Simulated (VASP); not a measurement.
Write the native input for VASP 6.6.1 that does the following.

```
Task                   : single point
Functional             : RPBE
Potentials or basis    : VASP PAW PBE potentials, release 64 (V_sv)
Cutoff                 : 520 eV
k mesh                 : 16 × 16 × 14
Occupations            : fermi-dirac, width 0.1 eV
Spin                   : no spin polarisation
Dipole correction      : no
Further INCAR settings : ALGO = Normal; EDIFF = 1e-06; NBANDS = 20
```

The structure of V lies in POSCAR:

```
V
1.0
   -3.2630698215      3.2623954922      1.2762595888
    3.2623954922     -3.2630698215      1.2762595888
    1.8143677452      1.8143677452     -1.2774946241
V
2
Direct
    0.0000083952      0.9999916048      0.0000000000
    0.7499916048      0.2500083952      0.5000000000
```

One way to write it, as run:

INCAR

```
SYSTEM = V
PREC     = Accurate       ! precision mode
ENCUT    = 520            ! plane-wave cutoff, eV
EDIFF    = 1E-6           ! SCF threshold, eV
ISMEAR   = -1             ! smearing method
SIGMA    = 0.1            ! smearing width, eV
LREAL    = .FALSE.        ! projectors in reciprocal space
LASPH    = .TRUE.         ! aspherical terms in the spheres
NELM     = 60             ! most SCF steps
ALGO     = Normal         ! electronic algorithm
ISIF     = 2              ! what is computed and relaxed
LWAVE    = .FALSE.        ! write WAVECAR
LCHARG   = .FALSE.        ! write CHGCAR
GGA      = RP             ! functional
NBANDS   = 20             ! bands
```

KPOINTS

```
Automatic mesh
0
G
  16 16 14
  0 0 0
```

Potentials or basis: VASP PAW PBE potentials, release 64 (V_sv).

Launch:

```sh
$ cat potpaw_PBE.64/V_sv/POTCAR > POTCAR
$ mpirun -np 1 vasp_std > vasp.out
```

Results of the run:

The pressure is -10.8 GPa and the band gap on the k mesh is zero (bands 13 and 14 overlap by 1.78 eV).

Caveat: the cell stands under tension; the PAW data sets were made with another functional, which shifts forces and pressure a little.

It took 4 min on 1 thread of Intel(R) Xeon(R) 6975P-C (Granite Rapids), on a shared host, peak memory 0.56 GiB.
